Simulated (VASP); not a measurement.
# Re (P6_3/mmc) in VASP: further runs

The runs below take Re through single point, with b88 exchange, pbe correlation, PBE.

All numbers are computed with VASP 6.6.1; they aren't measurements. Logs are shortened: lines on timing, memory, paths and dates and some standing lists are left out, and cuts for length are marked.

## Step 1: The cell of the first run

Symmetry: P6_3/mmc, No. 194, hexagonal system. Conventional cell: a = 2.761 Å, b = 2.761 Å, c = 4.458 Å, α = 90.00°, β = 90.00°, γ = 120.00°. Re (site symmetry -6m2) has 12 Re at 2.74 to 2.76 Å within 3.6 Å.

## Step 2: Single point, b88 exchange, pbe correlation

Input file INCAR:

```
  PREC = Accurate
  ENCUT = 600
  EDIFF = 1E-6
  ISMEAR = -1
  SIGMA = 0.05
  LREAL = False
  LASPH = True
  NELM = 120
  ALGO = Normal
  ISIF = 2
  LWAVE = False
  LCHARG = False
  GGA = LIBXC
  LIBXC1 = GGA_X_B88
  LIBXC2 = GGA_C_PBE
  NBANDS = 14
  GGA_COMPAT = False
```

Input file KPOINTS:

```
Automatic mesh
0
Gamma
  11 11 6
```

Input file POSCAR:

```
Re
1.0
    2.7608000000      0.0000000000      0.0000000000
   -1.3804000000      2.3909229348      0.0000000000
    0.0000000000      0.0000000000      4.4582000000
Re
2
Direct
    0.6666666667      0.3333333333      0.7500000000
    0.3333333333      0.6666666667      0.2500000000
```

Potentials or basis: VASP PAW PBE potentials, release 64 (Re).

Command:

```console
cat potpaw_PBE.64/Re/POTCAR > POTCAR
mpirun -np 1 vasp_std > vasp.out
```

OUTCAR:

```text
PREC = Accurate
   ENCUT = 600
   EDIFF = 1E-6
   ISMEAR = -1
   LREAL = False
   LASPH = True
   NELM = 120
   ISIF = 2
   GGA = LIBXC

 ion  position               nearest neighbor table
   1  0.667  0.333  0.750-   2 2.74   2 2.74   2 2.74   2 2.74   2 2.74   2 2.74
   2  0.333  0.667  0.250-   1 2.74   1 2.74   1 2.74   1 2.74   1 2.74   1 2.74

  LATTYP: Found a hexagonal cell.
 ALAT       =     2.7608000000
 C/A-ratio  =     1.6148217908

  Lattice vectors:

 A1 = (   2.7608000000,   0.0000000000,   0.0000000000)
 A2 = (  -1.3804000000,   2.3909229348,   0.0000000000)
 A3 = (   0.0000000000,   0.0000000000,   4.4582000000)

Analysis of symmetry for initial positions (statically):
=====================================================================
 Subroutine PRICEL returns:
 Original cell was already a primitive cell.

 Routine SETGRP: Setting up the symmetry group for a
 hexagonal supercell.

 Subroutine GETGRP returns: Found 24 space group operations
 (whereof 12 operations were pure point group operations)
 out of a pool of 24 trial point group operations.

The static configuration has the point symmetry D_3d.
 The point group associated with its full space group is D_6h.

Analysis of symmetry for dynamics (positions and initial velocities):
=====================================================================
 Subroutine PRICEL returns:
 Original cell was already a primitive cell.

 Routine SETGRP: Setting up the symmetry group for a
 hexagonal supercell.

 Subroutine GETGRP returns: Found 24 space group operations
 (whereof 12 operations were pure point group operations)
 out of a pool of 24 trial point group operations.

The dynamic configuration has the point symmetry D_3d.
 The point group associated with its full space group is D_6h.

 Subroutine INISYM returns: Found 24 space group operations
 (whereof 12 operations are pure point group operations),
 and found     1 'primitive' translations

----------------------------------------------------------------------------------------

                                     Primitive cell

  volume of cell :      29.4280

  direct lattice vectors                    reciprocal lattice vectors
     2.760800000  0.000000000  0.000000000     0.362213851  0.209124264  0.000000000
    -1.380400000  2.390922935  0.000000000     0.000000000  0.418248529  0.000000000
     0.000000000  0.000000000  4.458200000     0.000000000  0.000000000  0.224305774

  length of vectors
     2.760800000  2.760800000  4.458200000     0.418248529  0.418248529  0.224305774

  position of ions in fractional coordinates (direct lattice)
     0.666666667  0.333333333  0.750000000
     0.333333333  0.666666667  0.250000000

  ion indices of the primitive-cell ions
   primitive index   ion index
                 1           1
                 2           2

----------------------------------------------------------------------------------------

 KPOINTS: Automatic mesh

Automatic generation of k-mesh.
 Grid dimensions read from file:
 generate k-points for:   11   11    6

 Generating k-lattice:

  Cartesian coordinates                     Fractional coordinates (reciprocal lattice)
     0.032928532  0.019011297  0.000000000     0.090909091 -0.000000000  0.000000000
     0.000000000  0.038022594  0.000000000     0.000000000  0.090909091  0.000000000
     0.000000000  0.000000000  0.037384296     0.000000000  0.000000000  0.166666667

  Length of vectors
     0.038022594  0.038022594  0.037384296

  Shift w.r.t. Gamma in fractional coordinates (k-lattice)
     0.000000000  0.000000000  0.000000000

 Subroutine IBZKPT returns following result:
 ===========================================

 Found     64 irreducible k-points:

 Following reciprocal coordinates:
            Coordinates               Weight
  0.000000  0.000000  0.000000      1.000000
  0.090909 -0.000000  0.000000      6.000000
  0.181818 -0.000000  0.000000      6.000000
  0.272727 -0.000000  0.000000      6.000000
  0.363636 -0.000000  0.000000      6.000000
  0.454545 -0.000000  0.000000      6.000000
[... 16 lines left out ...]
  0.090909  0.090909  0.166667     12.000000
  0.181818  0.090909  0.166667     24.000000
 [... further k-points ...]
   k-points           NKPTS =     64   k-points in BZ     NKDIM =     64   number of bands    NBANDS=     14
   number of dos      NEDOS =    301   number of ions     NIONS =      2
   total plane-waves  NPLWV =  20736
   dimension x,y,z NGX =    24 NGY =   24 NGZ =   36
   dimension x,y,z NGXF=    48 NGYF=   48 NGZF=   72
   ions per type =               2
   NGX,Y,Z   is equivalent  to a cutoff of  14.45, 14.45, 13.42 a.u.
   NGXF,Y,Z  is equivalent  to a cutoff of  28.90, 28.90, 26.85 a.u.
 SYSTEM =  unknown system
   PREC   = accura    normal or accurate (medium, high low for compatibility)
   ISTART =      0    job   : 0-new  1-cont  2-samecut
   ICHARG =      2    charge: 1-file 2-atom 10-const
   ISPIN  =      1    spin polarized calculation?
   LNONCOLLINEAR =      F non collinear calculations
   LSORBIT =      F    spin-orbit coupling
   LASPH  =      T    aspherical Exc in radial PAW
   ENCUT  =  600.0 eV  44.10 Ry    6.64 a.u.   5.51  5.51  8.90*2*pi/ulx,y,z
   NELM   =    120;   NELMIN=  2; NELMDL= -5     # of ELM steps
   EDIFF  = 0.1E-05   stopping-criterion for ELM
   LREAL  =      F    real-space projection
   EDIFFG = 0.1E-04   stopping-criterion for IOM
   NSW    =      0    number of steps for IOM
   IBRION =     -1    ionic relax: 0-MD 1-quasi-New 2-CG
   NFREE  =      0    steps in history (QN), initial steepest desc. (CG)
   ISIF   =      2    stress and relaxation
   ISYM   =      2    0-nonsym 1-usesym 2-fastsym
   POTIM  = 0.5000    time-step for ionic-motion
   TEBEG  =    0.0;   TEEND  =   0.0 temperature during run
   PSTRESS=    0.0 pullay stress
   NELECT =      14.0000    total number of electrons
   NUPDOWN=      -1.0000    fix difference up-down
   EMIN   =  10.00;   EMAX   =-10.00  energy-range for DOS
   EFERMI =   0.00;   METHOD = LEGACY
   ISMEAR =    -1;   SIGMA  =   0.05  broadening in eV -4-tet -1-fermi 0-gaus
   EFERMI_NEDOS =   21; number of points for ismear=-14 and -15
   IALGO  =     38    algorithm
   IMIX   =      4    mixing-type and parameters
     AMIX     =   0.40;   BMIX     =  1.00
     AMIX_MAG =   1.60;   BMIX_MAG =  1.00
  volume/ion in A,a.u.               =      14.71        99.29
  Fermi-wavevector in a.u.,A,eV,Ry     =   1.278000  2.415070 22.222174  1.633284
  Thomas-Fermi vector in A             =   2.410568
   LORBIT       =      0    0 simple, 1 ext, 2 COOP (PROOUT), +10 PAW based schemes
   GGA     = LIBXC    functional components
   LHFCALC =     F    Hartree Fock is set to
   AEXX    =    0.0000 exact exchange contribution
   IVDW    =     0    specifies the selected vdW correction
   LEPSILON=     F    determine dielectric tensor
   LRPA    =     F    only Hartree local field effects (RPA)
 non-spin polarized calculation
  energy-cutoff  :      600.00
  volume of cell :       29.43
 maximum number of plane-waves:      1014
 NGX is ok and might be reduce to    24
   NGX = 11   NGY = 11   NGZ = 17

 number of electron      14.0000000 magnetization

 Free energy of the ion-electron system (eV)
  ---------------------------------------------------
  ext. energy  EPLUGINS =         0.00000000
  ---------------------------------------------------
  free energy    TOTEN  =       -24.54733652 eV

  energy without entropy =      -24.53365376  energy(sigma->0) =      -24.54049514

 E-fermi :   7.8455     XC(G=0): -13.7279

 val. band max:        7.8195522008   @ k =   0.1818  -0.0000   0.1667
 cond. band min:       7.8922857101   @ k =   0.3636   0.1818   0.3333
 fundamental gap:      0.0727335094
 Fermi energy:         7.8454885077

 k-point     1 :       0.0000    0.0000    0.0000
  band No.  band energies     occupation
      1      -2.0013      2.00000
      2       1.2251      2.00000
      3       6.2489      2.00000
      4       6.2509      2.00000
      5       6.2509      2.00000
      6       7.0838      2.00000
      7       7.0838      2.00000
      8       8.0116      0.06965
      9       8.0116      0.06965
     10       8.5069      0.00000
     11      11.1877      0.00000
     12      11.1877      0.00000
     13      17.8408      0.00000
     14      22.0648      0.00000

 k-point     2 :       0.0909   -0.0000    0.0000
  band No.  band energies     occupation
      1      -1.6655      2.00000
      2       1.5376      2.00000
      3       5.6183      2.00000
      4       6.5599      2.00000
      5       6.7399      2.00000
      6       6.8999      2.00000
      7       7.2305      1.99999
      8       7.3756      1.99983
      9       7.7614      1.68654
     10       7.9819      0.12254
     11      11.3544      0.00000
     12      12.5176      0.00000
     13      17.8149      0.00000
     14      22.7976      0.00000

 k-point     3 :       0.1818   -0.0000    0.0000
  band No.  band energies     occupation
      1      -0.7392      2.00000
      2       2.2775      2.00000
      3       4.9550      2.00000
      4       5.5915      2.00000
      5       6.2921      2.00000
      6       7.2051      1.99999
      7       7.4568      1.99916
      8       7.5531      1.99425
      9       7.5857      1.98898
     10       8.2151      0.00123
     11      11.6807      0.00000
     12      14.7297      0.00000
     13      17.6056      0.00000
     14      24.2079      0.00000
[... 324 lines left out ...]
 k-point    23 :       0.0909    0.0909    0.1667
  band No.  band energies     occupation
      1      -0.7337      2.00000
      2       2.1430      2.00000
      3       5.1222      2.00000
      4       5.3601      2.00000
      5       6.2655      2.00000
      6       6.7800      2.00000
      7       7.0036      2.00000
      8       7.5695      1.99202
      9       8.3080      0.00019
     10       8.3473      0.00009
     11      11.4496      0.00000
     12      13.2440      0.00000
     13      19.1112      0.00000
     14      23.4676      0.00000

 k-point    24 :       0.1818    0.0909    0.1667
  band No.  band energies     occupation
      1       0.3175      2.00000
      2       2.9311      2.00000
      3       4.2937      2.00000
      4       4.6272      2.00000
      5       5.8885      2.00000
      6       6.5771      2.00000
      7       7.1852      2.00000
      8       8.1275      0.00708
      9       8.8398      0.00000
     10       9.2264      0.00000
     11      11.5843      0.00000
     12      14.6553      0.00000
     13      19.0337      0.00000
     14      23.8120      0.00000

 [... further k-points ...]
[... 5 lines left out ...]
  --------------------------------------------------------------------------------------
  -------------------------------------------------------------------------------------
  Total        1.0229710      1.0229710      1.0125546      0.0000000      0.0000000     -0.0000000
  in kB       55.6946933     55.6946933     55.1275828      0.0000000      0.0000000     -0.0000000
  external PRESSURE =      55.5056564 kB  Pullay stress =       0.0000000 kB

 VOLUME and BASIS-vectors are now :
 -----------------------------------------------------------------------------
  energy-cutoff  :      600.00
  volume of cell :       29.43
      direct lattice vectors                 reciprocal lattice vectors
     2.760800000  0.000000000  0.000000000     0.362213851  0.209124264  0.000000000
    -1.380400000  2.390922935  0.000000000     0.000000000  0.418248529  0.000000000
     0.000000000  0.000000000  4.458200000     0.000000000  0.000000000  0.224305774

 POSITION                                       TOTAL-FORCE (eV/Angst)
 -----------------------------------------------------------------------------------
      1.38040      0.79697      3.34365        -0.000000      0.000000      0.000000
     -0.00000      1.59395      1.11455         0.000000     -0.000000      0.000000
 -----------------------------------------------------------------------------------
    total drift:                               -0.000000      0.000000     -0.000000

  FREE ENERGIE OF THE ION-ELECTRON SYSTEM (eV)
  ---------------------------------------------------
  free  energy   TOTEN  =       -24.5473365155 eV

  energy  without entropy=      -24.5336537574  energy(sigma->0) =      -24.54049514
```

It took 19 s on 1 thread of AMD EPYC 9R45 (Zen 5), shared host; peak memory 0.14 GiB.

What came out:

| Item | Value |
| --- | --- |
| Free energy | -24.5473 eV |
| Pressure | 5.6 GPa |
| Band gap on the k mesh | zero (bands 7 and 8 overlap by 3.10 eV) |

Caveat: the cell stands under pressure; the PAW data sets were made with another functional, which shifts forces and pressure a little; spin-orbit coupling is left out, which moves the levels of the heavy elements.

## Step 3: Single point, PBE

Input file INCAR:

```
SYSTEM = Re
PREC     = Accurate       ! precision mode
ENCUT    = 520            ! plane-wave cutoff, eV
EDIFF    = 1E-7           ! SCF threshold, eV
ISMEAR   = 0              ! smearing method
SIGMA    = 0.023          ! smearing width, eV
LREAL    = .FALSE.        ! projectors in reciprocal space
LASPH    = .TRUE.         ! aspherical terms in the spheres
NELM     = 100            ! most SCF steps
ALGO     = Fast           ! electronic algorithm
ISIF     = 2              ! what is computed and relaxed
LWAVE    = .FALSE.        ! write WAVECAR
LCHARG   = .FALSE.        ! write CHGCAR
GGA      = PE             ! functional
NBANDS   = 14             ! bands
```

Input file KPOINTS:

```
regular mesh
0
G
  11 11 6
  0 0 0
```

POSCAR is that of step 2.

Potentials or basis: VASP PAW PBE potentials, release 64 (Re).

Command:

```console
cat potpaw_PBE.64/Re/POTCAR > POTCAR
mpirun -np 1 vasp_std > vasp.out
```

Wall time 48 s (1 thread of Intel Xeon 8259CL, shared host); peak memory 0.16 GiB.

Results (log left out):

- Free energy: -24.8403 eV
- Pressure: 5.4 GPa
- Band gap on the k mesh: zero (bands 7 and 8 overlap by 3.05 eV)

Stress tensor (GPa, compression positive):
```
5.74 0.00 0.00
0.00 5.74 0.00
0.00 0.00 4.77
```

Levels at points of the mesh, in eV from the Fermi level:
```
           k point  band 4  band 5  band 6  band 7  band 8  band 9  band 10  band 11
(0.00, 0.00, 0.00)   -1.60   -1.60   -0.77   -0.77    0.16    0.16     0.59     3.34
(0.00, 0.00, 0.50)   -2.41   -1.74   -1.74   -1.74   -1.74    2.52     2.52     2.52
```

Caveat: the cell stands under pressure; spin-orbit coupling is left out, which moves the levels of the heavy elements.

## Step 4: Single point, PBE

Input file INCAR:

```
SYSTEM = Re
  ALGO = Normal
  EDIFF = 1E-6
  ENCUT = 520
  GGA = PE
  ISIF = 2
  ISMEAR = 0
  LASPH = .True.
  LCHARG = .False.
  LREAL = .False.
  LWAVE = .False.
  NBANDS = 14
  NELM = 100
  PREC = Accurate
  SIGMA = 0.019000000000000003
```

Input file KPOINTS:

```
k-points
0
Gamma
  11 11 6
  0 0 0
```

POSCAR is that of step 3.

Potentials or basis: VASP PAW PBE potentials, release 64 (Re).

Command:

```console
cat potpaw_PBE.64/Re/POTCAR > POTCAR
mpirun -np 1 vasp_std > vasp.out
```

OUTCAR:

```text
SYSTEM = Re
   EDIFF = 1E-6
   ENCUT = 520
   GGA = PE
   ISIF = 2
   ISMEAR = 0
   LASPH = .True.
   LREAL = .False.
   NELM = 100
   PREC = Accurate

 ion  position               nearest neighbor table
   1  0.667  0.333  0.750-   2 2.74   2 2.74   2 2.74   2 2.74   2 2.74   2 2.74
   2  0.333  0.667  0.250-   1 2.74   1 2.74   1 2.74   1 2.74   1 2.74   1 2.74

  LATTYP: Found a hexagonal cell.
 ALAT       =     2.7608000000
 C/A-ratio  =     1.6148217908

  Lattice vectors:

 A1 = (   2.7608000000,   0.0000000000,   0.0000000000)
 A2 = (  -1.3804000000,   2.3909229348,   0.0000000000)
[... 588 lines left out ...]
     10       9.2886      0.00000
     11      11.6497      0.00000
     12      14.7067      0.00000
     13      19.0757      0.00000
     14      23.8276      0.00000

 [... further k-points ...]
[... 5 lines left out ...]
  --------------------------------------------------------------------------------------
  -------------------------------------------------------------------------------------
  Total        1.0565649      1.0565649      0.8760499      0.0000000     -0.0000000      0.0000000
  in kB       57.5236827     57.5236827     47.6957160      0.0000000     -0.0000000      0.0000000
  external PRESSURE =      54.2476938 kB  Pullay stress =       0.0000000 kB

 VOLUME and BASIS-vectors are now :
 -----------------------------------------------------------------------------
  energy-cutoff  :      520.00
  volume of cell :       29.43
      direct lattice vectors                 reciprocal lattice vectors
     2.760800000  0.000000000  0.000000000     0.362213851  0.209124264  0.000000000
    -1.380400000  2.390922935  0.000000000     0.000000000  0.418248529  0.000000000
     0.000000000  0.000000000  4.458200000     0.000000000  0.000000000  0.224305774

 POSITION                                       TOTAL-FORCE (eV/Angst)
 -----------------------------------------------------------------------------------
      1.38040      0.79697      3.34365         0.000000      0.000000      0.000000
     -0.00000      1.59395      1.11455        -0.000000      0.000000      0.000000
 -----------------------------------------------------------------------------------
    total drift:                               -0.000000      0.000000     -0.000000

  FREE ENERGIE OF THE ION-ELECTRON SYSTEM (eV)
  ---------------------------------------------------
  free  energy   TOTEN  =       -24.8402525493 eV

  energy  without entropy=      -24.8401686381  energy(sigma->0) =      -24.84021059
```

Run time: 27 s. Hardware: 1 thread of Intel Xeon 8259CL, shared host; peak memory 0.17 GiB.

What came out:

```
Free energy            : -24.8403 eV
Pressure               : 5.4 GPa
Band gap on the k mesh : zero (bands 7 and 8 overlap by 3.05 eV)
```

Stress tensor (GPa, compression positive):
```
5.75 0.00 0.00
0.00 5.75 0.00
0.00 0.00 4.77
```

Caveat: the cell stands under pressure; spin-orbit coupling is left out, which moves the levels of the heavy elements.

## Step 5: The runs side by side

```csv
level,cutoff (eV),smearing,gap on the mesh (eV),pressure (GPa)
"b88 exchange, pbe correlation",600,fermi-dirac 0.05 eV,none,5.6
PBE,520,gaussian 0.023 eV,none,5.4
PBE,520,gaussian 0.019 eV,none,5.4
```

Alike in all rows: task single point; potentials or basis VASP PAW PBE potentials, release 64 (Re); no spin polarisation; cell as given; k mesh 11 × 11 × 6.

Caveats: the cell stands under pressure; spin-orbit coupling is left out, which moves the levels of the heavy elements; the PAW data sets were made with another functional, which shifts forces and pressure a little (at least some runs).

Total energies depend on the potentials used, so only differences within one code and one set of settings carry meaning.
